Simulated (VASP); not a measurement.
CdSiN2:

```
Cd N Si
1.0
     3.08935    0.00000    0.00000
     0.00000    3.08935    0.00000
     0.00000    0.00000   10.31588
Cd N Si
2 4 2
Direct
  0.50000 0.00000 0.86162
  0.00000 0.50000 0.13838
  0.50000 0.50000 0.00000
  0.00000 0.00000 0.32471
  0.50000 0.50000 0.50000
  0.00000 0.00000 0.67529
  0.50000 0.00000 0.39568
  0.00000 0.50000 0.60432
```

Base run:

| Quantity | Value |
| --- | --- |
| Program | VASP 6.6.1 |
| Functional | r2SCAN |
| Potentials or basis | VASP PAW PBE potentials, release 64 (Cd, N, Si) |
| Cutoff | 520 eV |
| k mesh | 8 × 8 × 4 |
| Occupations | fermi-dirac, width 0.02 eV |
| Spin | no spin polarisation |

Its results: band gap on the k mesh zero (bands 26 and 27 overlap by 0.43 eV); pressure 1.1 GPa; largest force 0.165 eV/Å.

Question: The run is repeated on the same cell with these changes: functional from r2SCAN to PBE. What comes out?

Answer: Band gap on the k mesh zero (bands 26 and 27 overlap by 0.41 eV); pressure 5.3 GPa; largest force 0.384 eV/Å.

Caveats: the PAW data sets were made with another functional, which shifts forces and pressure a little (at least some runs); the cell stands under pressure (at least some runs).
